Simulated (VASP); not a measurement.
# TiN: single point with PBEsol

TiN:

```
Ti N
1.0
     0.00000    2.07905    2.07905
     2.07905    0.00000    2.07905
     2.07905    2.07905    0.00000
Ti N
1 1
Direct
  0.00000 0.00000 0.00000
  0.50000 0.50000 0.50000
```

This cell differs from its parent crystal: volume scaled by 0.9405.

| Item | Value |
| --- | --- |
| Program | VASP 6.6.1 |
| Task | single point |
| Functional | PBEsol |
| Potentials or basis | VASP PAW PBE potentials, release 64 (Ti_sv, N) |
| Cutoff | 600 eV |
| k mesh | 13 × 13 × 13 |
| Occupations | fermi-dirac, width 0.05 eV |
| Spin | no spin polarisation |

```yaml
Pressure: 10.9 GPa
```

Levels at points of the mesh, in eV from the Fermi level:
```tsv
k point	band 5	band 6	band 7	band 8	band 9	band 10	band 11	band 12	band 13	band 14
(0.00, 0.00, 0.00)	-17.44	-2.13	-2.13	-2.13	-0.72	-0.72	-0.72	0.59	0.59	6.05
```

It took 44 s on 1 thread of Intel Xeon 8259CL, with other jobs on the host, peak memory 0.16 GiB.

Caveat: the PAW data sets were made with another functional, which shifts forces and pressure a little.
